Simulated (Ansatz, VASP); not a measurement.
# Two plane-wave programs on AlRu

```
Al Ru
1.0
     3.08802    0.00000    0.00000
     0.00000    2.86479    0.00000
     0.00000    0.00000    2.97641
Al Ru
1 1
Direct
  0.00000 0.00000 0.00000
  0.50000 0.50000 0.50000
```

Change from the starting cell: strain +0.0375 x Voigt [1, -1, 0, 0, 0, 0], atoms carried along.

Alike in both runs: task single point; functional PBEsol; k mesh 20 × 20 × 20; occupations gaussian, width 0.15 eV; no spin polarisation.

|  | VASP | Ansatz |
| --- | --- | --- |
| version | VASP 6.6.1 | Ansatz 0.2.0 |
| potentials or method | VASP PAW PBE potentials, release 64 (Al, Ru_pv), cutoff 520 eV | scalar-relativistic, plane waves, PAW |
| valence electrons in the cell | 17 | 19 |

|  | VASP | Ansatz | Ansatz less VASP |
| --- | --- | --- | --- |
| gap on the k mesh at the Fermi level (eV) | none | none | - |
| pressure (GPa) | 0.9 | 0.8 | -0.14 |
| traceless stress, the component that is largest in VASP (GPa) | 7.10 | 7.08 | -0.023 |

VASP's potentials were made for PBE, not for PBEsol. A gap of «none» marks a metal or a gap that the smearing closes. VASP's potentials hold 17 valence electrons a cell and Ansatz's 19, so a difference there can come from the potentials and not from the codes.
